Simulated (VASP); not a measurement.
# Ni (Pm-3n) in VASP: relaxation of cell and atoms with PBE

Aim: the relaxation of cell and atoms of Ni with PBE.

Program: VASP 6.6.1. These are calculated values, not measurements. Logs are shortened: lines on timing, memory, paths and dates and some standing lists are left out, and cuts for length are marked.

### 1 The cell of the first run

It takes space group Pm-3n (No. 223, cubic). The conventional cell has a = 4.440 Å, b = 4.440 Å, c = 4.440 Å, α = 90.00°, β = 90.00°, γ = 90.00°. Ni (site symmetry m-3) has 12 Ni at 2.48 Å within 3.3 Å. Within 2.9 Å of Ni (site symmetry -4m2) lie 14 Ni at 2.22 to 2.72 Å.

### 2 Relaxation of cell and atoms, PBE, collinear spin, ferromagnetic start

INCAR

```
ALGO     = Normal         # electronic algorithm
EDIFF    = 1E-7           # SCF threshold, eV
EDIFFG   = -0.01          # ionic threshold
ENCUT    = 600            # plane-wave cutoff, eV
GGA      = PE             # functional
GGA_COMPAT= F            
IBRION   = 2              # ionic algorithm
ISIF     = 3              # what is computed and relaxed
ISMEAR   = -1             # smearing method
ISPIN    = 2              # spin polarisation
LASPH    = T              # aspherical terms in the spheres
LCHARG   = F              # write CHGCAR
LMAXMIX  = 4              # l up to which the mixer works
LORBIT   = 11             # projections on sites
LREAL    = F              # projectors in reciprocal space
LWAVE    = F              # write WAVECAR
MAGMOM   = 0.8 0.8 0.8 0.8 0.8 0.8 0.8 0.8 # initial moments
NELM     = 200            # most SCF steps
NELMIN   = 4            
NSW      = 80             # ionic steps
PREC     = Accurate       # precision mode
SIGMA    = 0.05           # smearing width, eV
```

KPOINTS

```
k-points
0
Gamma
  6 6 6
```

POSCAR

```
Ni
1.0
    4.4398105893      0.0000000000      0.0000000000
    0.0000000000      4.4398105893      0.0000000000
    0.0000000000      0.0000000000      4.4398105893
Ni
8
Direct
    0.0000000000      0.0000000000      0.0000000000
    0.5000000000      0.5000000000      0.5000000000
    0.2500000000      0.0000000000      0.5000000000
    0.7500000000      0.0000000000      0.5000000000
    0.5000000000      0.2500000000      0.0000000000
    0.5000000000      0.7500000000      0.0000000000
    0.0000000000      0.5000000000      0.2500000000
    0.0000000000      0.5000000000      0.7500000000
```

Potentials or basis: VASP PAW PBE potentials, release 64 (Ni).

The run is started by

```sh
cat potpaw_PBE.64/Ni/POTCAR > POTCAR
mpirun -np 1 vasp_std > vasp.out
```

OUTCAR:

```text
EDIFF = 1E-7
   EDIFFG = -0.01
   ENCUT = 600
   GGA = PE
   IBRION = 2
   ISIF = 3
   ISMEAR = -1
   ISPIN = 2
   LASPH = T
   LORBIT = 11
   LREAL = F
   NELM = 200
   NELMIN = 4
   NSW = 80
   PREC = Accurate

 ion  position               nearest neighbor table
   1  0.000  0.000  0.000-   3 2.48   4 2.48   5 2.48   6 2.48   7 2.48   8 2.48   3 2.48   4 2.48
                             7 2.48   8 2.48   5 2.48   6 2.48
   2  0.500  0.500  0.500-   3 2.48   4 2.48   5 2.48   6 2.48   7 2.48   8 2.48   5 2.48   6 2.48
                             3 2.48   4 2.48   7 2.48   8 2.48
   3  0.250  0.000  0.500-   4 2.22   4 2.22   1 2.48   1 2.48   2 2.48   2 2.48   8 2.72   5 2.72
                             5 2.72   6 2.72   6 2.72   7 2.72   8 2.72   7 2.72
   4  0.750  0.000  0.500-   3 2.22   3 2.22   1 2.48   1 2.48   2 2.48   2 2.48   8 2.72   5 2.72
                             5 2.72   6 2.72   6 2.72   7 2.72   8 2.72   7 2.72
   5  0.500  0.250  0.000-   6 2.22   6 2.22   1 2.48   2 2.48   2 2.48   1 2.48   8 2.72   4 2.72
                             3 2.72   4 2.72   3 2.72   7 2.72   7 2.72   8 2.72
   6  0.500  0.750  0.000-   5 2.22   5 2.22   1 2.48   2 2.48   2 2.48   1 2.48   8 2.72   4 2.72
                             3 2.72   4 2.72   3 2.72   7 2.72   7 2.72   8 2.72
   7  0.000  0.500  0.250-   8 2.22   8 2.22   1 2.48   2 2.48   1 2.48   2 2.48   3 2.72   4 2.72
                             5 2.72   3 2.72   4 2.72   6 2.72   5 2.72   6 2.72
   8  0.000  0.500  0.750-   7 2.22   7 2.22   1 2.48   2 2.48   1 2.48   2 2.48   3 2.72   4 2.72
                             5 2.72   3 2.72   4 2.72   6 2.72   5 2.72   6 2.72

  LATTYP: Found a simple cubic cell.
 ALAT       =     4.4398105893

  Lattice vectors:

 A1 = (   4.4398105893,   0.0000000000,   0.0000000000)
 A2 = (   0.0000000000,   4.4398105893,   0.0000000000)
 A3 = (   0.0000000000,   0.0000000000,   4.4398105893)

Analysis of symmetry for initial positions (statically):
=====================================================================
 Subroutine PRICEL returns:
 Original cell was already a primitive cell.

 Routine SETGRP: Setting up the symmetry group for a
 simple cubic supercell.

 Subroutine GETGRP returns: Found 48 space group operations
 (whereof 24 operations were pure point group operations)
 out of a pool of 48 trial point group operations.

The static configuration has the point symmetry T_h .
 The point group associated with its full space group is O_h .

Analysis of symmetry for dynamics (positions and initial velocities):
=====================================================================
 Subroutine PRICEL returns:
 Original cell was already a primitive cell.

 Routine SETGRP: Setting up the symmetry group for a
 simple cubic supercell.

 Subroutine GETGRP returns: Found 48 space group operations
 (whereof 24 operations were pure point group operations)
 out of a pool of 48 trial point group operations.

The dynamic configuration has the point symmetry T_h .
 The point group associated with its full space group is O_h .

Analysis of structural, dynamic, and magnetic symmetry:
=====================================================================
 Subroutine PRICEL returns:
 Original cell was already a primitive cell.

 Routine SETGRP: Setting up the symmetry group for a
 simple cubic supercell.

 Subroutine GETGRP returns: Found 48 space group operations
 (whereof 24 operations were pure point group operations)
 out of a pool of 48 trial point group operations.

The overall configuration has the point symmetry T_h .
 The point group associated with its full space group is O_h .

 Subroutine INISYM returns: Found 48 space group operations
 (whereof 24 operations are pure point group operations),
 and found     1 'primitive' translations

----------------------------------------------------------------------------------------

                                     Primitive cell

  volume of cell :      87.5172

  direct lattice vectors                    reciprocal lattice vectors
     4.439810589  0.000000000  0.000000000     0.225234834  0.000000000  0.000000000
     0.000000000  4.439810589  0.000000000     0.000000000  0.225234834  0.000000000
     0.000000000  0.000000000  4.439810589     0.000000000  0.000000000  0.225234834

  length of vectors
     4.439810589  4.439810589  4.439810589     0.225234834  0.225234834  0.225234834

  position of ions in fractional coordinates (direct lattice)
     0.000000000  0.000000000  0.000000000
     0.500000000  0.500000000  0.500000000
     0.250000000  0.000000000  0.500000000
     0.750000000  0.000000000  0.500000000
     0.500000000  0.250000000  0.000000000
     0.500000000  0.750000000  0.000000000
     0.000000000  0.500000000  0.250000000
     0.000000000  0.500000000  0.750000000

  ion indices of the primitive-cell ions
   primitive index   ion index
                 1           1
                 2           2
                 3           3
                 4           4
                 5           5
                 6           6
                 7           7
                 8           8

----------------------------------------------------------------------------------------

 KPOINTS: k-points

Automatic generation of k-mesh.
 Grid dimensions read from file:
 generate k-points for:    6    6    6

 Generating k-lattice:

  Cartesian coordinates                     Fractional coordinates (reciprocal lattice)
     0.037539139  0.000000000  0.000000000     0.166666667  0.000000000  0.000000000
     0.000000000  0.037539139  0.000000000     0.000000000  0.166666667  0.000000000
     0.000000000  0.000000000  0.037539139     0.000000000  0.000000000  0.166666667

  Length of vectors
     0.037539139  0.037539139  0.037539139

  Shift w.r.t. Gamma in fractional coordinates (k-lattice)
     0.000000000  0.000000000  0.000000000

 Subroutine IBZKPT returns following result:
 ===========================================

 Found     20 irreducible k-points:

 Following reciprocal coordinates:
            Coordinates               Weight
  0.000000  0.000000  0.000000      1.000000
  0.166667  0.000000  0.000000      6.000000
  0.333333  0.000000  0.000000      6.000000
  0.500000  0.000000  0.000000      3.000000
  0.166667  0.166667  0.000000     12.000000
  0.333333  0.166667  0.000000     24.000000
[... 12 lines left out ...]
  0.500000  0.500000  0.333333      6.000000
  0.500000  0.500000  0.500000      1.000000
   k-points           NKPTS =     20   k-points in BZ     NKDIM =     20   number of bands    NBANDS=     51
   number of dos      NEDOS =    301   number of ions     NIONS =      8
   total plane-waves  NPLWV =  46656
   dimension x,y,z NGX =    36 NGY =   36 NGZ =   36
   dimension x,y,z NGXF=    72 NGYF=   72 NGZF=   72
   ions per type =               8
   NGX,Y,Z   is equivalent  to a cutoff of  13.48, 13.48, 13.48 a.u.
   NGXF,Y,Z  is equivalent  to a cutoff of  26.96, 26.96, 26.96 a.u.
 SYSTEM =  unknown system
   PREC   = accura    normal or accurate (medium, high low for compatibility)
   ISTART =      0    job   : 0-new  1-cont  2-samecut
   ICHARG =      2    charge: 1-file 2-atom 10-const
   ISPIN  =      2    spin polarized calculation?
   LNONCOLLINEAR =      F non collinear calculations
   LSORBIT =      F    spin-orbit coupling
   LASPH  =      T    aspherical Exc in radial PAW
   ENCUT  =  600.0 eV  44.10 Ry    6.64 a.u.   8.87  8.87  8.87*2*pi/ulx,y,z
   NELM   =    200;   NELMIN=  4; NELMDL= -5     # of ELM steps
   EDIFF  = 0.1E-06   stopping-criterion for ELM
   LREAL  =      F    real-space projection
   EDIFFG = -.1E-01   stopping-criterion for IOM
   NSW    =     80    number of steps for IOM
   IBRION =      2    ionic relax: 0-MD 1-quasi-New 2-CG
   NFREE  =      1    steps in history (QN), initial steepest desc. (CG)
   ISIF   =      3    stress and relaxation
   ISYM   =      2    0-nonsym 1-usesym 2-fastsym
   POTIM  = 0.5000    time-step for ionic-motion
   TEBEG  =    0.0;   TEEND  =   0.0 temperature during run
   PSTRESS=    0.0 pullay stress
   NELECT =      80.0000    total number of electrons
   NUPDOWN=      -1.0000    fix difference up-down
   EMIN   =  10.00;   EMAX   =-10.00  energy-range for DOS
   EFERMI =   0.00;   METHOD = LEGACY
   ISMEAR =    -1;   SIGMA  =   0.05  broadening in eV -4-tet -1-fermi 0-gaus
   EFERMI_NEDOS =   21; number of points for ismear=-14 and -15
   IALGO  =     38    algorithm
   IMIX   =      4    mixing-type and parameters
     AMIX     =   0.40;   BMIX     =  1.00
     AMIX_MAG =   1.60;   BMIX_MAG =  1.00
  volume/ion in A,a.u.               =      10.94        73.82
  Fermi-wavevector in a.u.,A,eV,Ry     =   1.588816  3.002428 34.345698  2.524338
  Thomas-Fermi vector in A             =   2.687762
   LORBIT       =     11    0 simple, 1 ext, 2 COOP (PROOUT), +10 PAW based schemes
   GGA     = PE    functional components
   LHFCALC =     F    Hartree Fock is set to
   AEXX    =    0.0000 exact exchange contribution
   IVDW    =     0    specifies the selected vdW correction
   LEPSILON=     F    determine dielectric tensor
   LRPA    =     F    only Hartree local field effects (RPA)
 conjugate gradient relaxation of ions
 spin polarized calculation
  energy-cutoff  :      600.00
  volume of cell :       87.52
 maximum number of plane-waves:      2968
 NGX is ok and might be reduce to    36
   NGX = 17   NGY = 17   NGZ = 17

--------------------------------------- Ionic step        1  -------------------------------------------

 number of electron      79.9999926 magnetization       4.5082353

 Free energy of the ion-electron system (eV)
  ---------------------------------------------------
  ext. energy  EPLUGINS =         0.00000000
  ---------------------------------------------------
  free energy    TOTEN  =       -42.72120103 eV

  energy without entropy =      -42.58146751  energy(sigma->0) =      -42.65133427

------------------------ aborting loop because EDIFF is reached ----------------------------------------

  FORCE on cell =-STRESS in cart. coord.  units (eV):
  Direction    XX          YY          ZZ          XY          YZ          ZX
  --------------------------------------------------------------------------------------
  -------------------------------------------------------------------------------------
  Total        1.8781373      1.8781373      1.8781373     -0.0000000     -0.0000000      0.0000000
  in kB       34.3830652     34.3830652     34.3830652     -0.0000000     -0.0000000      0.0000000
  external PRESSURE =      34.3830652 kB  Pullay stress =       0.0000000 kB
[... 69 lines left out ...]
  energy  without entropy=      -42.5781590077  energy(sigma->0) =      -42.65109935

--------------------------------------- Ionic step        3  -------------------------------------------

 number of electron      79.9999938 magnetization       4.5316331

 Free energy of the ion-electron system (eV)
  ---------------------------------------------------
  ext. energy  EPLUGINS =         0.00000000
  ---------------------------------------------------
  free energy    TOTEN  =       -42.73746668 eV

  energy without entropy =      -42.59467540  energy(sigma->0) =      -42.66607104

 E-fermi :   9.0485     XC(G=0): -13.1044

 val. band max:        9.0436917877   @ k =   0.3333   0.3333   0.0000
 cond. band min:       9.0532041770   @ k =   0.3333   0.0000   0.0000
 fundamental gap:      0.0095123894
 Fermi energy:         9.0485132399

 spin component 1

 k-point     1 :       0.0000    0.0000    0.0000
  band No.  band energies     occupation
      1       0.2090      1.00000
      2       4.3102      1.00000
      3       4.3102      1.00000
      4       4.9391      1.00000
      5       5.3109      1.00000
      6       5.3109      1.00000
[... 1069 lines left out ...]
     50      23.1910      0.00000
     51      23.1915      0.00000
 Fermi energy:         9.0485132399

 spin component 2

 k-point     1 :       0.0000    0.0000    0.0000
  band No.  band energies     occupation
      1       0.1827      1.00000
      2       4.6356      1.00000
      3       4.6356      1.00000
      4       5.2063      1.00000
      5       5.7926      1.00000
      6       5.7926      1.00000
[... 1104 lines left out ...]
  FREE ENERGIE OF THE ION-ELECTRON SYSTEM (eV)
  ---------------------------------------------------
  free  energy   TOTEN  =       -42.7374666820 eV

  energy  without entropy=      -42.5946753951  energy(sigma->0) =      -42.66607104

 reached required accuracy - stopping structural energy minimisation

 total charge

# of ion       s       p       d       tot
------------------------------------------
    1        0.492   0.487   8.316   9.295
    2        0.492   0.487   8.316   9.295
    3        0.487   0.473   8.336   9.296
    4        0.487   0.473   8.336   9.296
    5        0.487   0.473   8.336   9.296
    6        0.487   0.473   8.336   9.296
    7        0.487   0.473   8.336   9.296
    8        0.487   0.473   8.336   9.296
--------------------------------------------------
tot          3.905   3.812  66.650  74.367

 magnetization (x)

# of ion       s       p       d       tot
------------------------------------------
    1       -0.006  -0.023   0.614   0.585
    2       -0.006  -0.023   0.614   0.585
    3       -0.004  -0.021   0.599   0.574
    4       -0.004  -0.021   0.599   0.574
    5       -0.004  -0.021   0.599   0.574
    6       -0.004  -0.021   0.599   0.574
    7       -0.004  -0.021   0.599   0.574
    8       -0.004  -0.021   0.599   0.574
--------------------------------------------------
tot         -0.035  -0.171   4.822   4.616
```

Wall time 9.2 min (1 thread of Intel Xeon Platinum 8259CL at 2.50GHz (Skylake/Cascade Lake), shared host); peak memory 0.33 GiB.

What came out:

```
Free energy                                           : -42.7375 eV
Relaxed volume                                        : 11.13 Å³/atom
Relaxed cell                                          : a = 4.466 Å, b = 4.466 Å, c = 4.466 Å, α = 90.00°, β = 90.00°, γ = 90.00°
Space group after relaxing (to 0.1 Å)                 : Pm-3n (No. 223)
Energy gained by relaxing                             : 2.0 meV/atom
Ionic steps                                           : 3
Pressure after relaxing                               : 0.0 GPa
Net moment                                            : 4.53 μB per cell
Site moments                                          : Ni +0.58, +0.57 (each value once) μB
Valence electrons inside the program's atomic spheres : Ni 9.29, 9.30 (each value once)
```

The path:
```
step  energy change (eV)  largest force (eV/Å)  pressure (GPa)  volume (Å³)
   1              0.0000                0.0000            3.44        87.52
   2             -0.0028                0.0000           -2.89        90.52
   3             -0.0163                0.0000            0.02        89.07
```

Final structure:
```xyz
8
Lattice="4.4659 0.0000 0.0000 0.0000 4.4659 0.0000 0.0000 0.0000 4.4659" Properties=species:S:1:pos:R:3 pbc="T T T"
Ni    0.0000    0.0000    0.0000
Ni    2.2329    2.2329    2.2329
Ni    1.1165    0.0000    2.2329
Ni    3.3494    0.0000    2.2329
Ni    2.2329    1.1165    0.0000
Ni    2.2329    3.3494    0.0000
Ni    0.0000    2.2329    1.1165
Ni    0.0000    2.2329    3.3494
```

Levels at points of the mesh, in eV from the Fermi level:
Spin up:
| k point | band 39 | band 40 | band 41 | band 42 | band 43 | band 44 | band 45 | band 46 |
| --- | --- | --- | --- | --- | --- | --- | --- | --- |
| (0.00, 0.00, 0.00) | -0.48 | -0.48 | -0.48 | 1.07 | 1.07 | 1.07 | 2.58 | 2.58 |
| (0.50, 0.00, 0.00) | -0.48 | -0.48 | -0.25 | -0.25 | 1.88 | 1.88 | 2.38 | 2.38 |
| (0.50, 0.50, 0.00) | -0.61 | -0.54 | -0.46 | -0.37 | -0.37 | -0.19 | 2.23 | 3.98 |
| (0.50, 0.50, 0.50) | -0.74 | -0.74 | 0.22 | 0.22 | 0.22 | 0.22 | 0.22 | 0.22 |
Spin down:
| k point | band 36 | band 37 | band 38 | band 39 | band 40 | band 41 |
| --- | --- | --- | --- | --- | --- | --- |
| (0.00, 0.00, 0.00) | 0.02 | 0.02 | 0.02 | 0.20 | 0.20 | 0.20 |
| (0.50, 0.00, 0.00) | -0.18 | -0.16 | -0.16 | 0.18 | 0.18 | 0.47 |
| (0.50, 0.50, 0.00) | -0.16 | -0.08 | 0.01 | 0.04 | 0.04 | 0.23 |
| (0.50, 0.50, 0.50) | -0.14 | -0.09 | -0.09 | -0.09 | -0.09 | 0.73 |
